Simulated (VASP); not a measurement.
# TiSi2 (Cmcm) in VASP: further runs

The runs below take TiSi2 through single point, with PBEsol.

Program: VASP 6.6.1. These are calculated values, not measurements. Logs are shortened: lines on timing, memory, paths and dates and some standing lists are left out, and cuts for length are marked.

### 1 The cell of the first run

The structure is orthorhombic, space group Cmcm (No. 63). The conventional cell has a = 3.671 Å, b = 14.059 Å, c = 3.565 Å, α = 90.00°, β = 90.00°, γ = 90.00°. Within 3.7 Å of Ti (site symmetry m2m) lie 10 Si at 2.64 to 2.92 Å and 6 Ti at 3.40 to 3.67 Å. Within 3.4 Å of Si (site symmetry m2m) lie 8 Si at 2.56 to 3.26 Å and 4 Ti at 2.72 to 2.77 Å. Within 3.3 Å of Si (site symmetry m2m) lie 6 Si at 2.42 to 3.26 Å and 6 Ti at 2.64 to 2.92 Å.

### 2 Single point, PBEsol

File INCAR:

```
SYSTEM = TiSi2
  PREC = Accurate
  ENCUT = 520
  EDIFF = 1E-6
  ISMEAR = -1
  SIGMA = 0.05
  LREAL = .FALSE.
  LASPH = .TRUE.
  NELM = 60
  ALGO = Normal
  ISIF = 2
  LWAVE = .FALSE.
  LCHARG = .TRUE.
  GGA = PS
  LELF = .TRUE.
  LVHAR = .TRUE.
  NBANDS = 29
```

File KPOINTS:

```
regular mesh
0
G
  6 6 6
  0 0 0
```

File POSCAR:

```
TiSi2
1.0
    1.8357092260     -7.0296527964      0.0000000000
    1.8357092260      7.0296527964      0.0000000000
    0.0000000000      0.0000000000      3.5651739700
Ti Si
2 4
Direct
    0.1031180800      0.8968819200      0.2500000000
    0.8968819200      0.1031180800      0.7500000000
    0.7503148200      0.2496851800      0.2500000000
    0.2496851800      0.7503148200      0.7500000000
    0.4417485500      0.5582514500      0.2500000000
    0.5582514500      0.4417485500      0.7500000000
```

Potentials or basis: VASP PAW PBE potentials, release 64 (Ti_sv, Si).

On the command line:

```sh
$ cat potpaw_PBE.64/Ti_sv/POTCAR potpaw_PBE.64/Si/POTCAR > POTCAR
$ mpirun -np 1 vasp_std > vasp.out
```

OUTCAR:

```text
SYSTEM = TiSi2
   PREC = Accurate
   ENCUT = 520
   EDIFF = 1E-6
   ISMEAR = -1
   LREAL = .FALSE.
   LASPH = .TRUE.
   NELM = 60
   ISIF = 2
   GGA = PS

 ion  position               nearest neighbor table
   1  0.103  0.897  0.250-   6 2.64   6 2.64   6 2.64   6 2.64   4 2.72   4 2.72   3 2.77   3 2.77
                             5 2.92   5 2.92
   2  0.897  0.103  0.750-   5 2.64   5 2.64   5 2.64   5 2.64   3 2.72   3 2.72   4 2.77   4 2.77
                             6 2.92   6 2.92
   3  0.750  0.250  0.250-   4 2.56   4 2.56   4 2.56   4 2.56   2 2.72   2 2.72   1 2.77   1 2.77

   4  0.250  0.750  0.750-   3 2.56   3 2.56   3 2.56   3 2.56   1 2.72   1 2.72   2 2.77   2 2.77

   5  0.442  0.558  0.250-   6 2.42   6 2.42   2 2.64   2 2.64   2 2.64   2 2.64   1 2.92   1 2.92

   6  0.558  0.442  0.750-   5 2.42   5 2.42   1 2.64   1 2.64   1 2.64   1 2.64   2 2.92   2 2.92

  LATTYP: Found a base centered orthorhombic cell.
 ALAT       =     3.6714184520
 B/A-ratio  =     3.8293934011
 C/A-ratio  =     0.9710617345

  Lattice vectors:

 A1 = (   1.8357092260,  -7.0296527964,   0.0000000000)
 A2 = (   1.8357092260,   7.0296527964,   0.0000000000)
 A3 = (   0.0000000000,   0.0000000000,   3.5651739700)

Analysis of symmetry for initial positions (statically):
=====================================================================
 Subroutine PRICEL returns:
 Original cell was already a primitive cell.

 Routine SETGRP: Setting up the symmetry group for a
 base centered orthorhombic supercell.

 Subroutine GETGRP returns: Found  8 space group operations
 (whereof  4 operations were pure point group operations)
 out of a pool of  8 trial point group operations.

The static configuration has the point symmetry C_2h.
 The point group associated with its full space group is D_2h.

Analysis of symmetry for dynamics (positions and initial velocities):
=====================================================================
 Subroutine PRICEL returns:
 Original cell was already a primitive cell.

 Routine SETGRP: Setting up the symmetry group for a
 base centered orthorhombic supercell.

 Subroutine GETGRP returns: Found  8 space group operations
 (whereof  4 operations were pure point group operations)
 out of a pool of  8 trial point group operations.

The dynamic configuration has the point symmetry C_2h.
 The point group associated with its full space group is D_2h.

 Subroutine INISYM returns: Found  8 space group operations
 (whereof  4 operations are pure point group operations),
 and found     1 'primitive' translations

----------------------------------------------------------------------------------------

                                     Primitive cell

  volume of cell :      92.0129

  direct lattice vectors                    reciprocal lattice vectors
     1.835709226 -7.029652796  0.000000000     0.272374292 -0.071127268  0.000000000
     1.835709226  7.029652796  0.000000000     0.272374292  0.071127268  0.000000000
     0.000000000  0.000000000  3.565173970     0.000000000  0.000000000  0.280491221

  length of vectors
     7.265386900  7.265386900  3.565173970     0.281508158  0.281508158  0.280491221

  position of ions in fractional coordinates (direct lattice)
     0.103118080  0.896881920  0.250000000
     0.896881920  0.103118080  0.750000000
     0.750314820  0.249685180  0.250000000
     0.249685180  0.750314820  0.750000000
     0.441748550  0.558251450  0.250000000
     0.558251450  0.441748550  0.750000000

  ion indices of the primitive-cell ions
   primitive index   ion index
                 1           1
                 2           2
                 3           3
                 4           4
                 5           5
                 6           6

----------------------------------------------------------------------------------------

 KPOINTS: regular mesh

Automatic generation of k-mesh.
 Grid dimensions read from file:
 generate k-points for:    6    6    6

 Generating k-lattice:

  Cartesian coordinates                     Fractional coordinates (reciprocal lattice)
     0.045395715 -0.011854545  0.000000000     0.166666667  0.000000000  0.000000000
     0.045395715  0.011854545  0.000000000     0.000000000  0.166666667  0.000000000
     0.000000000  0.000000000  0.046748537     0.000000000  0.000000000  0.166666667

  Length of vectors
     0.046918026  0.046918026  0.046748537

  Shift w.r.t. Gamma in fractional coordinates (k-lattice)
     0.000000000  0.000000000  0.000000000

 Subroutine IBZKPT returns following result:
 ===========================================

 Found     52 irreducible k-points:

 Following reciprocal coordinates:
            Coordinates               Weight
  0.000000  0.000000  0.000000      1.000000
  0.166667  0.000000  0.000000      4.000000
  0.333333 -0.000000  0.000000      4.000000
  0.500000  0.000000  0.000000      2.000000
  0.166667  0.166667  0.000000      2.000000
  0.333333  0.166667  0.000000      4.000000
[... 16 lines left out ...]
  0.333333  0.333333  0.166667      4.000000
  0.500000  0.333333  0.166667      8.000000
 [... further k-points ...]
   k-points           NKPTS =     52   k-points in BZ     NKDIM =     52   number of bands    NBANDS=     29
   number of dos      NEDOS =    301   number of ions     NIONS =      6
   total plane-waves  NPLWV =  81648
   dimension x,y,z NGX =    54 NGY =   54 NGZ =   28
   dimension x,y,z NGXF=   108 NGYF=  108 NGZF=   56
   ions per type =               2   4
   NGX,Y,Z   is equivalent  to a cutoff of  12.36, 12.36, 13.06 a.u.
   NGXF,Y,Z  is equivalent  to a cutoff of  24.71, 24.71, 26.11 a.u.
 SYSTEM =  TiSi2
   PREC   = accura    normal or accurate (medium, high low for compatibility)
   ISTART =      0    job   : 0-new  1-cont  2-samecut
   ICHARG =      2    charge: 1-file 2-atom 10-const
   ISPIN  =      1    spin polarized calculation?
   LNONCOLLINEAR =      F non collinear calculations
   LSORBIT =      F    spin-orbit coupling
   LASPH  =      T    aspherical Exc in radial PAW
   ENCUT  =  520.0 eV  38.22 Ry    6.18 a.u.  13.51 13.51  6.63*2*pi/ulx,y,z
   NELM   =     60;   NELMIN=  2; NELMDL= -5     # of ELM steps
   EDIFF  = 0.1E-05   stopping-criterion for ELM
   LREAL  =      F    real-space projection
   EDIFFG = 0.1E-04   stopping-criterion for IOM
   NSW    =      0    number of steps for IOM
   IBRION =     -1    ionic relax: 0-MD 1-quasi-New 2-CG
   NFREE  =      0    steps in history (QN), initial steepest desc. (CG)
   ISIF   =      2    stress and relaxation
   ISYM   =      2    0-nonsym 1-usesym 2-fastsym
   POTIM  = 0.5000    time-step for ionic-motion
   TEBEG  =    0.0;   TEEND  =   0.0 temperature during run
   PSTRESS=    0.0 pullay stress
   NELECT =      40.0000    total number of electrons
   NUPDOWN=      -1.0000    fix difference up-down
   EMIN   =  10.00;   EMAX   =-10.00  energy-range for DOS
   EFERMI =   0.00;   METHOD = LEGACY
   ISMEAR =    -1;   SIGMA  =   0.05  broadening in eV -4-tet -1-fermi 0-gaus
   EFERMI_NEDOS =   21; number of points for ismear=-14 and -15
   IALGO  =     38    algorithm
   IMIX   =      4    mixing-type and parameters
     AMIX     =   0.40;   BMIX     =  1.00
     AMIX_MAG =   1.60;   BMIX_MAG =  1.00
  volume/ion in A,a.u.               =      15.34       103.49
  Fermi-wavevector in a.u.,A,eV,Ry     =   1.240163  2.343568 20.925808  1.538004
  Thomas-Fermi vector in A             =   2.374615
   LORBIT       =      0    0 simple, 1 ext, 2 COOP (PROOUT), +10 PAW based schemes
   GGA     = PS    functional components
   LHFCALC =     F    Hartree Fock is set to
   AEXX    =    0.0000 exact exchange contribution
   IVDW    =     0    specifies the selected vdW correction
   LEPSILON=     F    determine dielectric tensor
   LRPA    =     F    only Hartree local field effects (RPA)
 non-spin polarized calculation
  energy-cutoff  :      520.00
  volume of cell :       92.01
 maximum number of plane-waves:      2501
   NGX = 27   NGY = 27   NGZ = 13

 number of electron      40.0000005 magnetization

 Free energy of the ion-electron system (eV)
  ---------------------------------------------------
  ext. energy  EPLUGINS =         0.00000000
  ---------------------------------------------------
  free energy    TOTEN  =       -43.35066710 eV

  energy without entropy =      -43.33430053  energy(sigma->0) =      -43.34248381

 E-fermi :   9.5516     XC(G=0): -11.3818

 val. band max:        9.4951588526   @ k =  -0.1667   0.1667   0.3333
 cond. band min:       9.5544739391   @ k =   0.5000   0.3333   0.0000
 fundamental gap:      0.0593150865
 Fermi energy:         9.5516258771

 k-point     1 :       0.0000    0.0000    0.0000
  band No.  band energies     occupation
      1     -47.3083      2.00000
      2     -47.3020      2.00000
      3     -23.7323      2.00000
      4     -23.7254      2.00000
      5     -23.7162      2.00000
      6     -23.6683      2.00000
[... 21 lines left out ...]
     28      12.2762      0.00000
     29      12.3436      0.00000

 k-point     2 :       0.1667    0.0000    0.0000
  band No.  band energies     occupation
      1     -47.3077      2.00000
      2     -47.3015      2.00000
      3     -23.7377      2.00000
      4     -23.7302      2.00000
      5     -23.7272      2.00000
      6     -23.6676      2.00000
[... 21 lines left out ...]
     28      12.3152      0.00000
     29      12.4515      0.00000

 k-point     3 :       0.3333   -0.0000    0.0000
  band No.  band energies     occupation
      1     -47.3064      2.00000
      2     -47.3003      2.00000
      3     -23.7618      2.00000
      4     -23.7493      2.00000
      5     -23.7261      2.00000
      6     -23.6664      2.00000
[... 21 lines left out ...]
     28      12.2027      0.00000
     29      12.9650      0.00000

 k-point     4 :       0.5000    0.0000    0.0000
  band No.  band energies     occupation
      1     -47.3058      2.00000
      2     -47.2997      2.00000
      3     -23.7738      2.00000
      4     -23.7603      2.00000
      5     -23.7240      2.00000
      6     -23.6657      2.00000
[... 21 lines left out ...]
     28      12.1436      0.00000
     29      12.7556      0.00000

 k-point     5 :       0.1667    0.1667    0.0000
  band No.  band energies     occupation
      1     -47.3064      2.00000
      2     -47.3003      2.00000
      3     -23.7617      2.00000
      4     -23.7493      2.00000
      5     -23.7266      2.00000
      6     -23.6659      2.00000
[... 21 lines left out ...]
     28      12.3877      0.00000
     29      13.1206      0.00000
[... 510 lines left out ...]
     28      12.6098      0.00000
     29      12.9293      0.00000

 k-point    22 :      -0.1667    0.1667    0.1667
  band No.  band energies     occupation
      1     -47.3070      2.00000
      2     -47.3016      2.00000
      3     -23.7272      2.00000
      4     -23.7234      2.00000
      5     -23.7153      2.00000
      6     -23.6802      2.00000
[... 21 lines left out ...]
     28      12.3590      0.00000
     29      12.5883      0.00000

 k-point    23 :       0.3333    0.3333    0.1667
  band No.  band energies     occupation
      1     -47.3051      2.00000
      2     -47.2999      2.00000
      3     -23.7591      2.00000
      4     -23.7481      2.00000
      5     -23.7209      2.00000
      6     -23.6780      2.00000
[... 21 lines left out ...]
     28      12.3492      0.00000
     29      12.9337      0.00000

 k-point    24 :       0.5000    0.3333    0.1667
  band No.  band energies     occupation
      1     -47.3063      2.00000
      2     -47.3011      2.00000
      3     -23.7357      2.00000
      4     -23.7261      2.00000
      5     -23.7236      2.00000
      6     -23.6808      2.00000
[... 21 lines left out ...]
     28      12.5683      0.00000
     29      12.9613      0.00000

 [... further k-points ...]

------------------------ aborting loop because EDIFF is reached ----------------------------------------

  FORCE on cell =-STRESS in cart. coord.  units (eV):
  Direction    XX          YY          ZZ          XY          YZ          ZX
  --------------------------------------------------------------------------------------
  -------------------------------------------------------------------------------------
  Total       -7.2916509     -6.7944262     -4.0835269      0.0000000      0.0000000      0.0000000
  in kB     -126.9661540   -118.3082089    -71.1045692      0.0000000      0.0000000      0.0000000
  external PRESSURE =    -105.4596440 kB  Pullay stress =       0.0000000 kB

 VOLUME and BASIS-vectors are now :
 -----------------------------------------------------------------------------
  energy-cutoff  :      520.00
  volume of cell :       92.01
      direct lattice vectors                 reciprocal lattice vectors
     1.835709226 -7.029652796  0.000000000     0.272374292 -0.071127268  0.000000000
     1.835709226  7.029652796  0.000000000     0.272374292  0.071127268  0.000000000
     0.000000000  0.000000000  3.565173970     0.000000000  0.000000000  0.280491221

 POSITION                                       TOTAL-FORCE (eV/Angst)
 -----------------------------------------------------------------------------------
      1.83571      5.57988      0.89129         0.000000     -0.249772     -0.000000
      1.83571     -5.57988      2.67388         0.000000      0.249772      0.000000
      1.83571     -3.51925      0.89129         0.000000      0.021570      0.000000
      1.83571      3.51925      2.67388         0.000000     -0.021570      0.000000
      1.83571      0.81897      0.89129         0.000000      0.026790      0.000000
      1.83571     -0.81897      2.67388         0.000000     -0.026790      0.000000
 -----------------------------------------------------------------------------------
    total drift:                                0.000000      0.000000      0.000000

  FREE ENERGIE OF THE ION-ELECTRON SYSTEM (eV)
  ---------------------------------------------------
  free  energy   TOTEN  =       -43.3506670968 eV

  energy  without entropy=      -43.3343005313  energy(sigma->0) =      -43.34248381
```

Wall time 2.3 min (1 thread of Intel Xeon 6975P-C (Granite Rapids), shared host); peak memory 0.33 GiB.

Results:

| Item | Value |
| --- | --- |
| Free energy | -43.3507 eV |
| Pressure | -10.5 GPa |
| Largest force | 0.250 eV/Å |
| Band gap on the k mesh | zero (bands 20 and 21 overlap by 0.75 eV) |

Forces on the atoms (eV/Å):
```
Ti   0.000 -0.250  0.000
Ti   0.000  0.250  0.000
Si   0.000  0.022  0.000
Si   0.000 -0.022  0.000
Si   0.000  0.027  0.000
Si   0.000 -0.027  0.000
```

Caveat: the cell stands under tension; the PAW data sets were made with another functional, which shifts forces and pressure a little.

### 3 Single point, PBEsol

This run uses another cell than the first one, of 13.07 Å³/atom.

File INCAR:

```
SYSTEM = TiSi2
PREC = Accurate ; ENCUT = 520
EDIFF = 1E-6 ; ISMEAR = -1
SIGMA = 0.05 ; LREAL = .FALSE.
LASPH = .TRUE. ; NELM = 100
ALGO = Normal ; ISIF = 2
LWAVE = .FALSE. ; LCHARG = .FALSE.
GGA = PS ; NBANDS = 29
```

File KPOINTS:

```
regular mesh
0
G
  7 7 6
  0 0 0
```

Edit POSCAR of step 2 so:

```diff
@@ -2,4 +2,4 @@
 1.0
-    1.8357092260     -7.0296527964      0.0000000000
-    1.8357092260      7.0296527964      0.0000000000
+    1.6945008240     -6.4889102736      0.0000000000
+    1.6945008240      6.4889102736      0.0000000000
     0.0000000000      0.0000000000      3.5651739700
```

Potentials or basis: VASP PAW PBE potentials, release 64 (Ti_sv, Si).

On the command line:

```sh
$ cat potpaw_PBE.64/Ti_sv/POTCAR potpaw_PBE.64/Si/POTCAR > POTCAR
$ mpirun -np 1 vasp_std > vasp.out
```

Wall time 2.1 min (1 thread of Intel Xeon 6975P-C (Granite Rapids), shared host); peak memory 0.31 GiB.

Results (log left out):

```yaml
Free_energy: -43.4833 eV
Pressure: 10.6 GPa
Largest_force: 0.477 eV/Å
Band_gap_on_the_k_mesh: zero (bands 20 and 21 overlap by 1.12 eV)
```

Forces in eV/Å, atoms in the order of the input:
```
Ti   0.000  0.416  0.000
Ti   0.000 -0.416  0.000
Si   0.000 -0.231  0.000
Si   0.000  0.231  0.000
Si   0.000  0.477  0.000
Si   0.000 -0.477  0.000
```

Stress tensor (GPa, compression positive):
```
13.46  0.00  0.00
 0.00 12.02  0.00
 0.00  0.00  6.36
```

Levels at points of the mesh, in eV from the Fermi level:
```csv
k point,band 18,band 19,band 20,band 21,band 22,band 23
"(0.00, 0.00, 0.00)",-1.94,-1.81,0.50,0.70,0.85,0.93
"(0.00, 0.00, 0.50)",-1.69,0.16,0.16,1.13,1.13,1.58
```

Caveat: the cell stands under pressure; the PAW data sets were made with another functional, which shifts forces and pressure a little.
